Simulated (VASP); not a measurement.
A run of VASP 6.6.1 is set up as follows.

The input INCAR:

```
SYSTEM = Al
PREC = Accurate ; ENCUT = 520
EDIFF = 1E-6 ; ISMEAR = 0
SIGMA = 0.05 ; LREAL = Auto
LASPH = .True. ; NELM = 80
ALGO = Normal ; ISIF = 2
LWAVE = .False. ; LCHARG = .False.
GGA = PE ; NBANDS = 68
```

Contents of KPOINTS:

```
Automatic mesh
0
Gamma
  3 3 3
  0 0 0
```

Contents of POSCAR:

```
Al
1.0
    8.1000000000      0.0000000000      0.0000000000
    0.0000000000      8.1000000000      0.0000000000
    0.0000000000      0.0000000000      8.1000000000
Al
31
Direct
    0.4979596296      0.0047092593      0.0003886420
    0.7457985185      0.2535101235      0.0003907407
    0.7519083951     -0.0006620988      0.2511838272
    0.0022971605      0.0020419753      0.0003886420
    0.4179075309      0.4176633333      0.0003890123
    0.7495129630      0.7492554321      0.0003877778
    0.2498217284      0.0027422222      0.2471223457
    0.5041318519      0.2435385185      0.2650267901
    0.7464281481      0.5015449383      0.2463418519
    0.5016960494     -0.0078659259      0.5003903704
    0.7564077778      0.2503380247      0.5003898765
    0.7519074074     -0.0006593827      0.7495945679
    0.0049539506      0.4977139506      0.0003891358
    0.2537545679      0.7455530864      0.0003870370
    0.0029908642      0.2495703704      0.2471181481
    0.2437945679      0.5038762963      0.2650219753
    0.5017966667      0.7461802469      0.2463335802
    0.0008966667      0.0006454321      0.5003887654
    0.2484517284      0.2482046914      0.5003900000
    0.5022413580      0.5019961728      0.5003882716
    0.7507348148      0.7504865432      0.5003891358
    0.2498256790      0.0027358025      0.7536524691
    0.5041298765      0.2435428395      0.7357520988
    0.7464345679      0.5015411111      0.7544346914
   -0.0004076543      0.7516554321      0.2511886420
   -0.0076140741      0.5014414815      0.5003860494
    0.2505929630      0.7561518519      0.5003833333
    0.0029965432      0.2495685185      0.7536627160
    0.2437888889      0.5038830864      0.7357528395
    0.5017996296      0.7461737037      0.7544423457
   -0.0004085185      0.7516579012      0.7495870370
```

Potentials or basis: VASP PAW PBE potentials, release 64 (Al).

Command:

```console
$ cat potpaw_PBE.64/Al/POTCAR > POTCAR
$ mpirun -np 1 vasp_std > vasp.out
```

(1) Estimate the pressure.

(2) Predict the largest force.

## Answers

(1) -0.8 GPa.

(2) 0.646 eV/Å.
